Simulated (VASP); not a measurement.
A run of VASP 6.6.1 is set up as follows.

The input INCAR:

```
SYSTEM = Ti2InC
PREC = Accurate
ENCUT = 600
EDIFF = 1E-6
ISMEAR = 0
SIGMA = 0.1
LREAL = .False.
LASPH = .True.
NELM = 120
ALGO = Normal
ISIF = 2
LWAVE = .False.
LCHARG = .True.
GGA = PS
LELF = .True.
LVHAR = .True.
NBANDS = 51
GGA_COMPAT = .False.
```

File KPOINTS:

```
Automatic mesh
0
Gamma
  18 18 4
  0 0 0
```

Contents of POSCAR:

```
Ti2InC
1.0
    3.1359262979      0.0000000000      0.0000000000
   -1.5679631490      2.7157918384      0.0000000000
    0.0000000000      0.0000000000     14.1934266692
Ti In C
4 2 2
Direct
    0.6666666667      0.3333333333      0.5777562330
    0.6666666667      0.3333333333      0.9222437670
    0.3333333333      0.6666666667      0.0777562330
    0.3333333333      0.6666666667      0.4222437670
    0.6666666667      0.3333333333      0.2500000000
    0.3333333333      0.6666666667      0.7500000000
    0.0000000000      0.0000000000      0.5000000000
    0.0000000000      0.0000000000      0.0000000000
```

Potentials or basis: VASP PAW PBE potentials, release 64 (Ti_sv, In_d, C).

The run is started by

```console
$ cat potpaw_PBE.64/Ti_sv/POTCAR potpaw_PBE.64/In_d/POTCAR potpaw_PBE.64/C/POTCAR > POTCAR
$ mpirun -np 1 vasp_std > vasp.out
```

Task: Estimate the pressure.

Result: -3.7 GPa.

Task: Estimate the largest force.

Result: 0.018 eV/Å.

Forces on the atoms (eV/Å):
```
Ti   0.000  0.000  0.018
Ti   0.000  0.000 -0.018
Ti   0.000  0.000  0.018
Ti   0.000  0.000 -0.018
In   0.000  0.000  0.000
In   0.000  0.000  0.000
C    0.000  0.000  0.000
C    0.000  0.000  0.000
```

Caveat: the cell stands under tension; the PAW data sets were made with another functional, which shifts forces and pressure a little.
